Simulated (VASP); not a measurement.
Write the native input for VASP 6.6.1 that does the following.

```yaml
Task: single point
Functional: PBE
Potentials_or_basis: VASP PAW PBE potentials, release 64 (Sc_sv, Sb, Te)
Cutoff: 520 eV
k_mesh: 4 × 4 × 4
Occupations: gaussian, width 0.1 eV
Spin: no spin polarisation
Dipole_correction: no
Further_INCAR_settings: ALGO = Normal; EDIFF = 1e-07; NBANDS = 29
```

The structure of ScSbTe4 lies in POSCAR:

```
ScSbTe4
1.0
    0.0000000000      4.6364968600      4.6364968600
    4.6364968600      0.0000000000      4.6364968600
    4.6364968600      4.6364968600      0.0000000000
Sc Sb Te
1 1 4
Direct
    0.0000000000      0.0000000000      0.0000000000
    0.7500000000      0.7500000000      0.7500000000
    0.8744941400      0.3751686200      0.3751686200
    0.3751686200      0.3751686200      0.3751686200
    0.3751686200      0.8744941400      0.3751686200
    0.3751686200      0.3751686200      0.8744941400
```

The cell was built from a structure type or drawn by symmetry, and may not be a known phase.

These files were run (other wordings do the same):

INCAR

```
SYSTEM = ScSbTe4
ALGO = Normal
EDIFF = 1E-7
ENCUT = 520
GGA = PE
ISIF = 2
ISMEAR = 0
LASPH = .TRUE.
LCHARG = .FALSE.
LREAL = .FALSE.
LWAVE = .FALSE.
NBANDS = 29
NELM = 80
PREC = Accurate
SIGMA = 0.1
```

KPOINTS

```
k-points
0
G
  4 4 4
  0 0 0
```

Potentials or basis: VASP PAW PBE potentials, release 64 (Sc_sv, Sb, Te).

Launch:

```bash
$ cat potpaw_PBE.64/Sc_sv/POTCAR potpaw_PBE.64/Sb/POTCAR potpaw_PBE.64/Te/POTCAR > POTCAR
$ mpirun -np 1 vasp_std > vasp.out
```

It gave:

| Quantity | Value |
| --- | --- |
| Pressure | -4.1 GPa |
| Largest force | 0.099 eV/Å |
| Band gap on the k mesh | zero (bands 20 and 21 overlap by 0.96 eV) |

Caveat: the cell stands under tension; spin-orbit coupling is left out, which moves the levels of the heavy elements.

It took 2.2 min on 1 thread of AMD EPYC 7R43 64-Core Processor (Zen 3), with other jobs on the host, peak memory 0.32 GiB.
